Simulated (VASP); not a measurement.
Here is a VASP 6.6.1 calculation.

File INCAR:

```
PREC = Accurate
ENCUT = 600
EDIFF = 1E-6
ISMEAR = 0
SIGMA = 0.01
LREAL = False
LASPH = True
NELM = 120
ALGO = Normal
ISIF = 2
LWAVE = False
LCHARG = False
GGA = PE
NBANDS = 11
GGA_COMPAT = False
```

Contents of KPOINTS:

```
Automatic mesh
0
Gamma
  8 8 8
```

File POSCAR:

```
C
1.0
    0.0000000000      1.7833700000      1.7833700000
    1.7833700000      0.0000000000      1.7833700000
    1.7833700000      1.7833700000      0.0000000000
C
2
Direct
    0.7500000000      0.7500000000      0.7500000000
    0.5000000000      0.5000000000      0.5000000000
```

Potentials or basis: VASP PAW PBE potentials, release 64 (C).

The run is started by

```console
$ cat potpaw_PBE.64/C/POTCAR > POTCAR
$ mpirun -np 1 vasp_std > vasp.out
```

(1) What does it give for the band gap on the k mesh?

(2) What does it give for the pressure?

Results:

(1) 4.13 eV, indirect (least direct gap 5.59 eV).

(2) 1.8 GPa.
